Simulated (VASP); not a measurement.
Write the native input for VASP 6.6.1 that does the following.

* Task: electric field gradients
* Functional: PBEsol
* Potentials or basis: VASP PAW PBE potentials, release 64 (K_sv, F)
* Cutoff: 520 eV
* k mesh: 9 × 9 × 9
* Occupations: fermi-dirac, width 0.03 eV
* Spin: no spin polarisation
* Dipole correction: no
* Further INCAR settings: ALGO = Normal; EDIFF = 1e-08; NBANDS = 15

The structure of KF lies in POSCAR:

```
KF
1.0
    0.0000000000      2.6544134050      2.6544134050
    2.6544134050      0.0000000000      2.6544134050
    2.6544134050      2.6544134050      0.0000000000
K F
1 1
Direct
    0.0000000000      0.0000000000      0.0000000000
    0.5000000000      0.5000000000      0.5000000000
```

The input as run:

INCAR

```
ALGO     = Normal         # electronic algorithm
EDIFF    = 1E-8           # SCF threshold, eV
ENCUT    = 520            # plane-wave cutoff, eV
GGA      = PS             # functional
ISIF     = 2              # what is computed and relaxed
ISMEAR   = -1             # smearing method
LASPH    = T              # aspherical terms in the spheres
LCHARG   = F              # write CHGCAR
LEFG     = T            
LREAL    = F              # projectors in reciprocal space
LWAVE    = F              # write WAVECAR
NBANDS   = 15             # bands
NELM     = 100            # most SCF steps
PREC     = Accurate       # precision mode
SIGMA    = 0.03           # smearing width, eV
```

KPOINTS

```
k-points
0
Gamma
  9 9 9
```

Potentials or basis: VASP PAW PBE potentials, release 64 (K_sv, F).

Launch:

```console
$ cat potpaw_PBE.64/K_sv/POTCAR potpaw_PBE.64/F/POTCAR > POTCAR
$ mpirun -np 1 vasp_std > vasp.out
```

It gave:

| Item | Value |
| --- | --- |
| Pressure | 0.0 GPa |
| Band gap on the k mesh | 6.13 eV |
| Largest electric field gradient by atom | zero within the noise of the run |

Caveat: the PAW data sets were made with another functional, which shifts forces and pressure a little; an odd mesh through Γ misses points on the zone boundary, where band edges can lie.

Run time: 39 s on 1 thread of Intel Xeon 8259CL (shared host), peak memory 0.16 GiB.
